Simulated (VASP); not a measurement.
Write the native input for VASP 6.6.1 that does the following.

| Property | Result |
| --- | --- |
| Task | relaxation of cell and atoms |
| Functional | PBE |
| Potentials or basis | VASP PAW PBE potentials, release 64 (Mg, Si, N) |
| Cutoff | 600 eV |
| k mesh | 6 × 6 × 4 |
| Occupations | gaussian, width 0.1 eV |
| Spin | no spin polarisation |
| Dipole correction | no |
| Further INCAR settings | ALGO = Normal; EDIFF = 1e-07; IBRION = 2; EDIFFG = -0.04; NSW = 90; ISIF = 3 |

The structure of MgSi2N2 lies in POSCAR:

```
MgSi2N2
1.0
    4.2950488600      0.0000000000      0.0000000000
   -2.1475244300      3.7196214300      0.0000000000
    0.0000000000      0.0000000000      4.8765406700
Mg Si N
1 2 2
Direct
    0.0000000000      0.0000000000      0.0000000000
    0.3333333300      0.6666666700      0.5000000000
    0.6666666700      0.3333333300      0.5000000000
    0.3333333300      0.6666666700      0.0000000000
    0.6666666700      0.3333333300      0.0000000000
```

The input as run:

INCAR

```
SYSTEM = MgSi2N2
PREC     = Accurate       ! precision mode
ENCUT    = 600            ! plane-wave cutoff, eV
EDIFF    = 1E-7           ! SCF threshold, eV
ISMEAR   = 0              ! smearing method
SIGMA    = 0.1            ! smearing width, eV
LREAL    = .False.        ! projectors in reciprocal space
LASPH    = .True.         ! aspherical terms in the spheres
NELM     = 60             ! most SCF steps
ALGO     = Normal         ! electronic algorithm
ISIF     = 3              ! what is computed and relaxed
LWAVE    = .False.        ! write WAVECAR
LCHARG   = .False.        ! write CHGCAR
GGA      = PE             ! functional
IBRION   = 2              ! ionic algorithm
NSW      = 90             ! ionic steps
EDIFFG   = -0.04          ! ionic threshold
```

KPOINTS

```
Automatic mesh
0
Gamma
  6 6 4
  0 0 0
```

Potentials or basis: VASP PAW PBE potentials, release 64 (Mg, Si, N).

Command:

```console
$ cat potpaw_PBE.64/Mg/POTCAR potpaw_PBE.64/Si/POTCAR potpaw_PBE.64/N/POTCAR > POTCAR
$ mpirun -np 1 vasp_std > vasp.out
```

It gave:

The relaxed volume is 11.69 Å³/atom, the relaxed cell is a = 4.295 Å, b = 4.295 Å, c = 3.659 Å, α = 90.00°, β = 90.00°, γ = 120.00° and the space group after relaxing (to 0.05 Å) is P6/mmm (No. 191). The energy gained by relaxing is 537.8 meV/atom. The ionic steps are 12, the pressure after relaxing is 0.1 GPa and the band gap on the k mesh is zero (band 10 reaches 9.09 eV, above the bottom of band 11 at 6.53 eV).

Caveat: the volume moved by over 15 % at a fixed basis, so the end points are rough.

Wall time 3 min on 1 thread of Intel(R) Xeon(R) Platinum 8488C (Sapphire Rapids), with other jobs on the host, peak memory 0.25 GiB.
